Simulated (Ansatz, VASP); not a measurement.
**B3C2Br in VASP and in Ansatz**

```
B C Br
1.0
    -1.56582    1.56582    5.14013
     1.56582   -1.56582    5.14013
     1.56582    1.56582   -5.14013
B C Br
3 2 1
Cartesian
  0.0000 1.5658 2.5701
  0.0000 0.0000 5.1401
  1.5658 0.0000 2.5701
  0.0000 0.0000 6.8555
  0.0000 0.0000 3.4247
  0.0000 0.0000 0.0000
```

Change from the starting cell: species swapped into the CsLi2F3 type (I4/mmm, No. 139).

Alike in both runs: functional PBE; k mesh 16 × 16 × 16; occupations gaussian, width 0.1 eV; no spin polarisation.

Ansatz relaxed the structure, and its values are those at the end. VASP's run is a single point on that final structure, the one shown.

|  | VASP | Ansatz |
| --- | --- | --- |
| version | VASP 6.6.1 | Ansatz 0.2.0 |
| potentials or method | VASP PAW PBE potentials, release 64 (B, C, Br), cutoff 520 eV | scalar-relativistic, plane waves, PAW |
| valence electrons in the cell | 24 | 24 |

|  | VASP | Ansatz | Ansatz less VASP |
| --- | --- | --- | --- |
| gap on the k mesh at the Fermi level (eV) | none | none | - |
| pressure (GPa) | 0.1 | 0.0 | -0.08 |

A gap of «none» marks a metal or a gap that the smearing closes.
